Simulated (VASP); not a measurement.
Wanted: the native input for a VASP 6.6.1 run.

```
Task                   : single point
Functional             : LDA
Potentials or basis    : VASP PAW LDA potentials, release 64 (Si, C)
Cutoff                 : 520 eV
k mesh                 : 10 × 10 × 10
Occupations            : gaussian, width 0.01 eV
Spin                   : no spin polarisation
Dipole correction      : no
Further INCAR settings : ALGO = Normal; EDIFF = 1e-07; NBANDS = 11
```

The structure of SiC (zinc blende) lies in POSCAR:

```
SiC
1.0
    0.0000000000      2.2015855622      2.2015855622
    2.2015855622      0.0000000000      2.2015855622
    2.2015855622      2.2015855622      0.0000000000
Si C
1 1
Direct
    0.0000000000      0.0000000000      0.0000000000
    0.2500000000      0.2500000000      0.2500000000
```

This cell differs from its parent crystal: volume scaled by 1.03.

One way to write it, as run:

INCAR

```
SYSTEM = SiC
PREC = Accurate ; ENCUT = 520
EDIFF = 1E-7 ; ISMEAR = 0
SIGMA = 0.01 ; LREAL = .FALSE.
LASPH = .TRUE. ; NELM = 60
ALGO = Normal ; ISIF = 2
LWAVE = .FALSE. ; LCHARG = .TRUE.
GGA = CA ; LELF = .TRUE.
LVHAR = .TRUE. ; NBANDS = 11
```

KPOINTS

```
regular mesh
0
G
  10 10 10
  0 0 0
```

Potentials or basis: VASP PAW LDA potentials, release 64 (Si, C).

The run is started by

```bash
$ cat potpaw_LDA.64/Si/POTCAR potpaw_LDA.64/C/POTCAR > POTCAR
$ mpirun -np 1 vasp_std > vasp.out
```

Results of the run:

```
Pressure               : -10.2 GPa
Band gap on the k mesh : 1.33 eV, indirect (least direct gap 4.46 eV)
```

It took 16 s on 1 thread of Intel Xeon 8259CL, with other jobs on the host, peak memory 0.12 GiB.
